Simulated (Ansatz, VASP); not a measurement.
**One calculation of P, two programs**

File INCAR:

```
SYSTEM = P
PREC = Accurate ; ENCUT = 520
EDIFF = 1E-6 ; ISMEAR = 0
SIGMA = 0.05 ; LREAL = .FALSE.
LASPH = .TRUE. ; NELM = 80
ALGO = Normal ; ISIF = 2
LWAVE = .FALSE. ; LCHARG = .TRUE.
LELF = .TRUE. ; LVHAR = .TRUE.
NBANDS = 18
```

File KPOINTS:

```
regular mesh
0
G
  10 1 8
  0 0 0
```

POSCAR

```
P
1.0
    3.4665236214      0.0000000000      0.0000000000
    0.0000000000     36.7974240259      0.0000000000
    0.0000000000      0.0000000000      4.1564488800
P
4
Direct
    0.0000000000      0.9702614300      0.5921507200
    0.0000000000      0.0297385700      0.4078492800
    0.5000000000      0.0297385700      0.0921507200
    0.5000000000      0.9702614300      0.9078492800
```

Input for Ansatz:

```yaml
crystal:
  lattice:
    - [3.4665236214, 0.0, 0.0]
    - [0.0, 36.7974240259, 0.0]
    - [0.0, 0.0, 4.15644888]
  atoms:
    - { symbol: P, position: [0.0, 0.97026143, 0.59215072] }
    - { symbol: P, position: [0.0, 0.02973857, 0.40784928] }
    - { symbol: P, position: [0.5, 0.02973857, 0.09215072] }
    - { symbol: P, position: [0.5, 0.97026143, 0.90784928] }
basis:
  ecutwfc: 420
kpoints:
  mp_grid: { grid: [10, 1, 8] }
hamiltonian:
  xc: lda
scf:
  occupations: { method: gaussian, width: 0.05 }
output:
  forces: true
  stress: true
  eigenvalues: true
```

Alike in both runs: task single point; functional LDA; k mesh 10 × 1 × 8; occupations gaussian, width 0.05 eV; no spin polarisation.

|  | VASP | Ansatz |
| --- | --- | --- |
| version | VASP 6.6.1 | Ansatz 0.2.0 |
| potentials or method | VASP PAW LDA potentials, release 64 (P), cutoff 520 eV | scalar-relativistic, plane waves, PAW |
| valence electrons in the cell | 20 | 20 |

Ansatz gave:

- gap on the k mesh at the Fermi level (eV): 0.07
- least direct gap on the mesh (eV): 0.17
- rms of the force components (eV/Å): 0.882

Question: What did VASP give for the same quantities?

Answer: gap on the k mesh at the Fermi level (eV): 0.07; least direct gap on the mesh (eV): 0.18; rms of the force components (eV/Å): 0.872.

LDA's correlation is that of Perdew and Zunger in VASP and of Perdew and Wang (1992) in Ansatz. Atom by atom the forces differ by 0.022 eV/Å (rms over components).
